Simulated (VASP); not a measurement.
Runs of VASP 6.6.1 on GaN. The structure is that of space group Fm-3m (No. 225), or close to it. The cells are those of the table. 

```tsv
level	cell	smearing	gap on the mesh (eV)	pressure (GPa)
PBE	a = 3.042 Å, angles 60.0°, 2 atoms	fermi-dirac 0.02 eV	0.29	-3.9
r2SCAN	a = 2.892 Å, angles 60.0°, 2 atoms	gaussian 0.01 eV	(b)	29.1
PBE	a = 3.071 Å, angles 60.0°, 2 atoms	fermi-dirac 0.02 eV	0.12	-9.1
PBE	a = 3.012 Å, angles 60.0°, 2 atoms	fermi-dirac 0.02 eV	0.47	(a)
PBE	a = 2.863 Å, angles 60.0°, 2 atoms	fermi-dirac 0.02 eV	1.48	48.9
r2SCAN	a = 2.952 Å, angles 60.0°, 2 atoms	gaussian 0.01 eV	1.38	9.3
r2SCAN	a = 2.863 Å, angles 60.0°, 2 atoms	gaussian 0.01 eV	2.04	41.3
r2SCAN	a = 2.922 Å, angles 60.0°, 2 atoms	gaussian 0.01 eV	1.60	(c)
r2SCAN	a = 3.042 Å, angles 60.0°, 2 atoms	gaussian 0.01 eV	0.78	-11.8
r2SCAN	a = 3.012 Å, angles 60.0°, 2 atoms	gaussian 0.01 eV	(d)	-5.7
PBE	a = 2.892 Å, angles 60.0°, 2 atoms	fermi-dirac 0.02 eV	1.27	36.9
PBE	a = 2.952 Å, angles 60.0°, 2 atoms	fermi-dirac 0.02 eV	0.86	17.1
```

Alike in all rows: task single point; potentials or basis VASP PAW PBE potentials, release 64 (Ga_d, N); no spin polarisation; k mesh 10 × 10 × 10; cutoff (eV) 520.

Q: Estimate the missing entries.

A: (a) 2.1; (b) 1.82; (c) 18.5; (d) 0.98.

Caveats: the PAW data sets were made with another functional, which shifts forces and pressure a little (some runs).

A k mesh can miss the band edges, and the runs leave out spin-orbit coupling on Ga.
